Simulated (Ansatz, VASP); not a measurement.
# CsBr in VASP and in Ansatz

```xyz
2
Lattice="4.2860 0.0000 0.0000 0.0000 4.2860 0.0000 0.0000 0.0000 4.2860" Properties=species:S:1:pos:R:3 pbc="T T T"
Cs    0.0000    0.0000    0.0000
Br    2.1430    2.1430    2.1430
```

Alike in both runs: task single point; functional PBE; k mesh 3 × 3 × 3; occupations fermi-dirac, width 0.02 eV; no spin polarisation.

|  | VASP | Ansatz |
| --- | --- | --- |
| version | VASP 6.6.1 | Ansatz 0.2.0 |
| potentials or method | VASP PAW PBE potentials, release 64 (Cs_sv, Br), cutoff 500 eV | plane waves, PAW |
| valence electrons in the cell | 16 | 16 |

|  | VASP | Ansatz | Ansatz less VASP |
| --- | --- | --- | --- |
| pressure (GPa) | 1.2 | 1.1 | -0.06 |

The functional is the same, so the differences come from potentials, cutoffs and numerics. Ansatz's warnings: stress scf threshold loose.

The k mesh is coarse, so the values compare programs but aren't converged. Neither program's run includes spin-orbit coupling.
